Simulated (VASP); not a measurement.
C:

```
C
1.0
    -0.05168    1.79965    1.79965
     1.79965   -0.05168    1.79965
     1.79965    1.79965   -0.05168
C
2
Direct
  0.99994 0.99994 0.99994
  0.25006 0.25006 0.25006
```

This cell differs from its parent crystal: epitaxial 111 strain +4.0%.

Base run:

* Program: VASP 6.6.1
* Functional: r2SCAN
* Potentials or basis: VASP PAW PBE potentials, release 64 (C)
* Cutoff: 520 eV
* k mesh: 12 × 12 × 12
* Occupations: gaussian, width 0.01 eV
* Spin: no spin polarisation

Its results: band gap on the k mesh 4.11 eV (least direct gap 5.22 eV); pressure -27.6 GPa; largest force 0.017 eV/Å.

Question: The run is repeated on the same cell with these changes: functional from r2SCAN to PBE; occupations from gaussian, width 0.01 eV to fermi-dirac, width 0.02 eV. What comes out?

Answer: Band gap on the k mesh 3.92 eV (least direct gap 4.99 eV); pressure -23.7 GPa; largest force 0.059 eV/Å.

Caveats: the cell stands under tension; the PAW data sets were made with another functional, which shifts forces and pressure a little (at least some runs).

A k mesh can miss the band edges.
